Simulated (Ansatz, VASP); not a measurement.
## Two plane-wave programs on TlB2N3

```
CELL_PARAMETERS angstrom
4.38643 -2.51388 0.00000
4.38643 2.51388 0.00000
0.00000 0.00000 4.61422
ATOMIC_POSITIONS crystal
Tl 0.31621 0.68379 0.98300
Tl 0.68379 0.31621 0.48300
B 0.03266 0.32993 0.99054
B 0.67007 0.96734 0.99054
B 0.96734 0.67007 0.49054
B 0.32993 0.03266 0.49054
N 0.08543 0.34536 0.33781
N 0.65464 0.91457 0.33781
N 0.91457 0.65464 0.83781
N 0.34536 0.08543 0.83781
N 0.23154 0.76846 0.44830
N 0.76846 0.23154 0.94830
```

Alike in both runs: functional PBEsol; k mesh 6 × 6 × 6; occupations gaussian, width 0.02 eV; no spin polarisation.

Ansatz relaxed the structure, and its values are those at the end. VASP's run is a single point on that final structure, the one shown.

|  | VASP | Ansatz |
| --- | --- | --- |
| version | VASP 6.6.1 | Ansatz 0.2.0 |
| potentials or method | VASP PAW PBE potentials, release 64 (Tl_d, B, N), cutoff 520 eV | scalar-relativistic, plane waves, PAW |
| valence electrons in the cell | 68 | 68 |

Ansatz gave:

- gap on the k mesh at the Fermi level (eV): 1.14
- least direct gap on the mesh (eV): 1.91
- pressure (GPa): 0.0
- rms of the force components (eV/Å): 0.003

Problem. What did VASP give for the same quantities?

Solution. gap on the k mesh at the Fermi level (eV): 1.14; least direct gap on the mesh (eV): 1.91; pressure (GPa): 0.2; rms of the force components (eV/Å): 0.007.

VASP's potentials were made for PBE, not for PBEsol.

Spin-orbit coupling is off throughout.
